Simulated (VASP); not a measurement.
Ta, 1 atom in the cell. The structure is cubic, space group Pm-3m (No. 221). The conventional cell has a = 2.491 Å, b = 2.491 Å, c = 2.491 Å, α = 90.00°, β = 90.00°, γ = 90.00°. Within 3.3 Å of Ta (site symmetry m-3m) lie 6 Ta at 2.49 Å.  This cell differs from its parent crystal: volume scaled by 0.8.

| Property | Result |
| --- | --- |
| Program | VASP 6.6.1 |
| Task | single point |
| Functional | LDA |
| Potentials or basis | VASP PAW LDA potentials, release 64 (Ta_pv) |
| Cutoff | 520 eV |
| k mesh | 14 × 14 × 14 |
| Occupations | fermi-dirac, width 0.05 eV |
| Spin | no spin polarisation |
| Dipole correction | no |
| Further INCAR settings | ALGO = Normal; EDIFF = 1e-07; NBANDS = 12 |

Potentials or basis: VASP PAW LDA potentials, release 64 (Ta_pv).

Launch:

```bash
$ cat potpaw_LDA.64/Ta_pv/POTCAR > POTCAR
$ mpirun -np 1 vasp_std > vasp.out
```

Hardware: 1 thread of Intel(R) Xeon(R) Platinum 8559C (Emerald Rapids), on a shared host.

Question: Estimate the wall time of this run.

Answer: It took 8.7 s on 1 thread of Intel(R) Xeon(R) Platinum 8559C (Emerald Rapids) (shared host), peak memory 0.13 GiB. Counts: scf iterations 11, k points 120.
